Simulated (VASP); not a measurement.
Input of a VASP 6.6.1 run:

The input INCAR:

```
SYSTEM = YAl7
PREC     = Accurate       ! precision mode
ENCUT    = 600            ! plane-wave cutoff, eV
EDIFF    = 1E-6           ! SCF threshold, eV
ISMEAR   = 0              ! smearing method
SIGMA    = 0.1            ! smearing width, eV
LREAL    = Auto         
LASPH    = .TRUE.         ! aspherical terms in the spheres
NELM     = 100            ! most SCF steps
ALGO     = Normal         ! electronic algorithm
ISIF     = 3              ! what is computed and relaxed
LWAVE    = .FALSE.        ! write WAVECAR
LCHARG   = .FALSE.        ! write CHGCAR
GGA      = PE             ! functional
IBRION   = 2              ! ionic algorithm
NSW      = 90             ! ionic steps
EDIFFG   = -0.04          ! ionic threshold
ISYM     = 0
```

KPOINTS

```
Automatic mesh
0
Gamma
  2 2 2
  0.5 0.5 0.5
```

POSCAR

```
YAl7
1.0
    6.7604440000     -0.0984910000     -0.0055720000
   -0.0984910000      6.7085100000     -0.1408520000
   -0.0055720000     -0.1408520000      6.4081030000
Al Y
14 2
Direct
    0.6687258088      0.1376104789      0.7296721238
    0.9061413517      0.3328111801      0.3822763235
    0.4685068157      0.8670150603      0.4683617285
    0.6864027101      0.6090138403      0.2261589384
    0.9673006157      0.3917274280      0.9826203566
    0.8657226297      0.8750025946      0.9789323393
    0.6439306428      0.1537076486      0.1778950954
    0.4769914543      0.8631281217      0.9688956274
    0.8624258081      0.6675869717      0.6115623200
    0.8840069497      0.9685998174      0.3916441231
    0.4061772560      0.3640881375      0.9428701316
    0.2207335562      0.6431026274      0.7287588065
    0.4949263900      0.4282866327      0.5038642495
    0.2171988032      0.1081541144      0.1927614078
    0.1617807827      0.0944158280      0.6640149778
    0.1760615340      0.6528143707      0.2531219656
```

Potentials or basis: VASP PAW PBE potentials, release 64 (Al, Y_sv).

The run is started by

```bash
$ cat potpaw_PBE.64/Al/POTCAR potpaw_PBE.64/Y_sv/POTCAR > POTCAR
$ mpirun -np 1 vasp_std > vasp.out
```

Q: Predict the relaxed volume.

A: 18.56 Å³/atom.

Q: Estimate the band gap on the k mesh.

A: 0.31 eV, indirect (the least direct gap lies 1.4 meV higher).

Stress tensor (GPa, compression positive):
```
 0.08 -0.08  0.01
-0.08 -0.08  0.05
 0.01  0.05 -0.25
```
